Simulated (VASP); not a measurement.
# Sb (P6_3/mmc) in VASP: further runs, part 2 of 2

VASP 6.6.1.

### Step 4. Vibrations by perturbation theory, PBE

File INCAR:

```
PREC     = Accurate       # precision mode
ENCUT    = 520            # plane-wave cutoff, eV
EDIFF    = 1E-8           # SCF threshold, eV
ISMEAR   = -1             # smearing method
SIGMA    = 0.05           # smearing width, eV
LREAL    = F              # projectors in reciprocal space
LASPH    = T              # aspherical terms in the spheres
NELM     = 60             # most SCF steps
ALGO     = Normal         # electronic algorithm
ISIF     = 2              # what is computed and relaxed
LWAVE    = F              # write WAVECAR
LCHARG   = F              # write CHGCAR
GGA      = PE             # functional
NBANDS   = 12             # bands
IBRION   = 8              # ionic algorithm
NSW      = 1              # ionic steps
```

File KPOINTS:

```
Automatic mesh
0
Gamma
  7 7 4
```

File POSCAR:

```
Sb
1.0
    3.3545324186      0.0000000000      0.0000000000
   -1.6772662093      2.9051102923      0.0000000000
    0.0000000000      0.0000000000      5.4701606500
Sb
2
Direct
    0.6666666667      0.3333333333      0.7500000000
    0.3333333333      0.6666666667      0.2500000000
```

Potentials or basis: VASP PAW PBE potentials, release 64 (Sb).

Launch:

```sh
$ cat potpaw_PBE.64/Sb/POTCAR > POTCAR
$ mpirun -np 1 vasp_std > vasp.out
```

OUTCAR:

```text
PREC = Accurate
   ENCUT = 520
   EDIFF = 1E-8
   ISMEAR = -1
   LREAL = F
   LASPH = T
   NELM = 60
   ISIF = 2
   GGA = PE
   IBRION = 8
   NSW = 1

 ion  position               nearest neighbor table
   1  0.667  0.333  0.750-   2 3.35   2 3.35   2 3.35   2 3.35   2 3.35   2 3.35
   2  0.333  0.667  0.250-   1 3.35   1 3.35   1 3.35   1 3.35   1 3.35   1 3.35

  LATTYP: Found a hexagonal cell.
 ALAT       =     3.3545324186
 C/A-ratio  =     1.6306775334

  Lattice vectors:

 A1 = (   3.3545324186,   0.0000000000,   0.0000000000)
 A2 = (  -1.6772662093,   2.9051102923,   0.0000000000)
 A3 = (   0.0000000000,   0.0000000000,   5.4701606500)

Analysis of symmetry for initial positions (statically):
=====================================================================
 Subroutine PRICEL returns:
 Original cell was already a primitive cell.

 Routine SETGRP: Setting up the symmetry group for a
 hexagonal supercell.

 Subroutine GETGRP returns: Found 24 space group operations
 (whereof 12 operations were pure point group operations)
 out of a pool of 24 trial point group operations.

The static configuration has the point symmetry D_3d.
 The point group associated with its full space group is D_6h.

Analysis of symmetry for dynamics (positions and initial velocities):
=====================================================================
 Subroutine PRICEL returns:
 Original cell was already a primitive cell.

 Routine SETGRP: Setting up the symmetry group for a
[... 554 lines left out ...]

[... ionic steps 2 to 3 ...]

--------------------------------------- Ionic step        4  -------------------------------------------

------------------------ aborting loop because EDIFF is reached ----------------------------------------

[... ionic steps 5 to 5 ...]

--------------------------------------- Ionic step        6  -------------------------------------------

 Free energy of the ion-electron system (eV)
  ---------------------------------------------------
  ---------------------------------------------------
  free energy    TOTEN  =        -0.03588951 eV

  energy without entropy =       -0.03588951

------------------------ aborting loop because EDIFF is reached ----------------------------------------

 INTERNAL STRAIN TENSOR  FOR ION    1  DIRECTION 3   (eV/Angst):
 -----------------------------------------------------------------------------
    -0.00776 -0.00000  0.00000
    -0.00000 -0.00776 -0.00000
    -0.00000  0.00000  0.01539

 INTERNAL STRAIN TENSOR FOR ION    2 for displacements in x,y,z  (eV/Angst):
          X           Y           Z          XY          YZ          ZX
  --------------------------------------------------------------------------------
  x     0.00000     0.00000     0.00000    -0.79194     0.00000     0.00000
  y    -0.79194     0.79194     0.00000     0.00000     0.00000     0.00000
  z     0.00000     0.00000     0.00000     0.00000     0.00000    -0.00000

 SECOND DERIVATIVES (NOT SYMMETRIZED)
 ------------------------------------
               1X          1Y          1Z          2X          2Y          2Z
  1X     1.592328    0.000000    0.000000   -1.592328    0.000000    0.000000
  1Y     0.000000    1.592328    0.000000    0.000000   -1.592328    0.000000
  1Z    -0.000000   -0.000000   -1.703235    0.000000    0.000000    1.703235
  2X    -1.592328    0.000000    0.000000    1.592328    0.000000    0.000000
  2Y     0.000000   -1.592328    0.000000    0.000000    1.592328    0.000000
  2Z     0.000000    0.000000    1.703235   -0.000000   -0.000000   -1.703235

 Eigenvectors and eigenvalues of the dynamical matrix
 ----------------------------------------------------

   1 f  =    2.614981 THz    16.430409 2PiTHz   87.226368 cm-1    10.814686 meV
             X         Y         Z           dx          dy          dz
      1.677266  0.968370  4.102620    -0.000000   -0.000000   -0.707107
     -0.000000  1.936740  1.367540     0.000000    0.000000    0.707107

   2 f  =    0.000000 THz     0.000000 2PiTHz    0.000001 cm-1     0.000000 meV
             X         Y         Z           dx          dy          dz
      1.677266  0.968370  4.102620    -0.000000   -0.000000   -0.707107
     -0.000000  1.936740  1.367540     0.000000    0.000000   -0.707107

   3 f/i=    0.000000 THz     0.000000 2PiTHz    0.000000 cm-1     0.000000 meV
             X         Y         Z           dx          dy          dz
      1.677266  0.968370  4.102620     0.000000   -0.707107    0.000000
     -0.000000  1.936740  1.367540     0.000000   -0.707107    0.000000
[... 11 lines left out ...]
   6 f/i=    2.528410 THz    15.886471 2PiTHz   84.338690 cm-1    10.456660 meV
             X         Y         Z           dx          dy          dz
      1.677266  0.968370  4.102620     0.707107   -0.000000   -0.000000
     -0.000000  1.936740  1.367540    -0.707107    0.000000    0.000000

--------------------------------------------------------------------------------------------------------

 ELASTIC MODULI CONTR FROM IONIC RELAXATION (kBar)
 Direction    XX          YY          ZZ          XY          YZ          ZX
 --------------------------------------------------------------------------------
 XX          -0.0000      0.0000      0.0000      0.0000      0.0000     -0.0000
 YY           0.0000     -0.0000      0.0000     -0.0000      0.0000      0.0000
 ZZ           0.0000      0.0000      0.0000      0.0000      0.0000      0.0000
 XY           0.0000     -0.0000      0.0000     -0.0000      0.0000      0.0000
 YZ           0.0000      0.0000      0.0000      0.0000      0.0000      0.0000
 ZX          -0.0000      0.0000      0.0000      0.0000      0.0000     -0.0000
 --------------------------------------------------------------------------------
```

OSZICAR:

```text
N       E                     dE             d eps       ncg     rms          rms(c)
DAV:   1     0.338526586134E+02    0.33853E+02   -0.36296E+03   576   0.662E+02
DAV:   2    -0.600733140525E+01   -0.39860E+02   -0.38297E+02   784   0.107E+02
DAV:   3    -0.771484261624E+01   -0.17075E+01   -0.16971E+01   732   0.248E+01
DAV:   4    -0.772774589716E+01   -0.12903E-01   -0.12901E-01   652   0.265E+00
[... 36 lines left out ...]
RMM:   8    -0.358896484742E-01   -0.55453E-06   -0.31955E-06  1202   0.425E-05    0.174E-05
RMM:   9    -0.358896252319E-01    0.23242E-07   -0.34385E-06  1204   0.282E-05    0.168E-06
RMM:  10    -0.358897189570E-01   -0.93725E-07   -0.43415E-06  1188   0.136E-05    0.125E-06
RMM:  11    -0.358895739065E-01    0.14505E-06   -0.27950E-06  1015   0.121E-05    0.120E-07
RMM:  12    -0.358895134530E-01    0.60454E-07   -0.21293E-06   659   0.114E-05    0.500E-08
 Linear response finished
```

Run time: 3.6 min. Hardware: 1 thread of AMD EPYC 7R13, shared host; peak memory 0.23 GiB.

Results:

```yaml
Highest_phonon_frequency_at_Γ: 87 cm⁻¹
Most_unstable_mode: 84i cm⁻¹
```

Phonon frequencies in cm⁻¹ (negative: imaginary):
```tsv
q point	frequencies
(0.000, 0.000, 0.000)	-84 -84 0 0 0 87
```

Caveat: the cell stands under pressure or tension, which shifts response properties; some modes are imaginary; spin-orbit coupling is left out, which moves the levels of the heavy elements.

### Step 5. Elastic constants, LDA

File INCAR:

```
PREC = Accurate ; ENCUT = 600
EDIFF = 1E-8 ; ISMEAR = -1
SIGMA = 0.05 ; LREAL = False
LASPH = True ; NELM = 80
ALGO = Normal ; ISIF = 3
LWAVE = False ; LCHARG = False
IBRION = 6 ; NFREE = 2
POTIM = 0.015 ; NSW = 1
```

KPOINTS is that of step 4.

POSCAR is that of step 4.

Potentials or basis: VASP PAW LDA potentials, release 64 (Sb).

Launch:

```sh
$ cat potpaw_LDA.64/Sb/POTCAR > POTCAR
$ mpirun -np 1 vasp_std > vasp.out
```

Run time: 5.8 min. Hardware: 1 thread of AMD EPYC 7R13, shared host; peak memory 0.21 GiB.

Results (log left out):

| Quantity | Value |
| --- | --- |
| Voigt bulk modulus | 63 GPa |
| Highest phonon frequency at Γ | 64 cm⁻¹ |
| Most unstable mode | 79i cm⁻¹ |

Phonon frequencies in cm⁻¹ (negative: imaginary):
```tsv
q point	frequencies
(0.000, 0.000, 0.000)	-79 -79 0 0 0 64
```

Elastic tensor in Voigt notation (GPa, in the Cartesian axes of the cell as first typed):
```
110  40  38   0   0   0
 40 110  38   0   0   0
 38  38 115   0   0   0
  0   0   0  20   0   0
  0   0   0   0  20   0
  0   0   0   0   0  35
```

Clamped-ion elastic tensor (GPa):
```
110  40  38   0   0   0
 40 110  38   0   0   0
 38  38 115   0   0   0
  0   0   0  20   0   0
  0   0   0   0  20   0
  0   0   0   0   0  35
```

Caveat: the cell is under stress, which shifts elastic constants; some modes are imaginary; spin-orbit coupling is left out, which moves the levels of the heavy elements.
